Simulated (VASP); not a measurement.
The system is Sb3S2.

```
Sb S
1.0
     5.65905    0.00000    0.00000
     0.00000    5.65905    0.00000
     0.00000    0.00000    4.93998
Sb S
3 2
Cartesian
  2.8295 0.0000 2.4700
  0.0000 2.8295 2.4700
  0.0000 0.0000 2.4700
  2.8295 2.8295 1.2693
  2.8295 2.8295 3.6707
```

The cell was built from a structure type or drawn by symmetry, and may not be a known phase.

* Program: VASP 6.6.1
* Task: relaxation of cell and atoms
* Functional: PBE
* Potentials or basis: VASP PAW PBE potentials, release 64 (Sb, S)
* Cutoff: 600 eV
* k mesh: 8 × 8 × 8
* Occupations: gaussian, width 0.1 eV
* Spin: no spin polarisation

At the start: pressure 0.6 GPa; volume 31.64 Å³/atom.

Task: How do energy, volume and symmetry change on relaxing?

Result: Over 37 steps the energy falls by 45.9 meV/atom and the volume is 31.67 Å³/atom (+0.1 %); space group P4/mmm (No. 123, to 0.1 Å) before and after.

The path:
```csv
step,energy change (eV),largest force (eV/Å),pressure (GPa),volume (Å³)
1,0.0000,0.1024,0.56,158.20
2,-0.0424,0.0035,-0.84,160.67
3,-0.0430,0.0203,-0.71,160.41
4,-0.0516,0.0967,-0.12,157.63
5,-0.0517,0.1078,-0.06,157.38
6,-0.0529,0.1079,0.02,157.02
7,-0.0549,0.1175,0.29,155.95
8,-0.0537,0.1671,0.90,153.82
9,-0.0553,0.1294,0.46,155.27
10,-0.0555,0.1315,0.46,155.24
11,-0.0561,0.1363,0.48,155.15
12,-0.0575,0.1463,0.50,154.98
13,-0.0606,0.1685,0.57,154.64
14,-0.0678,0.2186,0.74,153.96
15,-0.0856,0.2938,1.22,152.60
16,-0.1591,0.0286,2.62,149.90
17,-0.1325,0.7327,1.83,151.08
18,-0.1596,0.2624,2.41,150.15
19,-0.1599,0.1685,2.49,150.04
20,-0.1605,0.0705,2.56,150.00
21,-0.1605,0.0430,2.58,149.98
22,-0.1616,0.0426,2.56,150.04
23,-0.1648,0.0421,2.49,150.21
24,-0.1708,0.0410,2.36,150.56
25,-0.1820,0.0391,2.11,151.24
26,-0.2006,0.0363,1.61,152.63
27,-0.2232,0.0326,0.70,155.41
28,-0.2152,0.0310,-0.89,161.08
29,-0.2281,0.0301,0.04,157.62
30,-0.2281,0.0301,0.08,157.47
31,-0.2282,0.0325,0.08,157.52
32,-0.2286,0.0393,0.06,157.67
33,-0.2291,0.0532,0.03,157.97
34,-0.2291,0.0823,-0.05,158.58
35,-0.2293,0.0683,-0.02,158.27
36,-0.2294,0.0112,0.02,158.33
37,-0.2294,0.0029,0.02,158.34
```

Final structure:
```
Sb S
1.0
     5.77440    0.00000    0.00000
     0.00000    5.77440    0.00000
     0.00000    0.00000    4.74863
Sb S
3 2
Direct
  0.50000 0.00000 0.50000
  0.00000 0.50000 0.50000
  0.00000 0.00000 0.50000
  0.50000 0.50000 0.21151
  0.50000 0.50000 0.78849
```
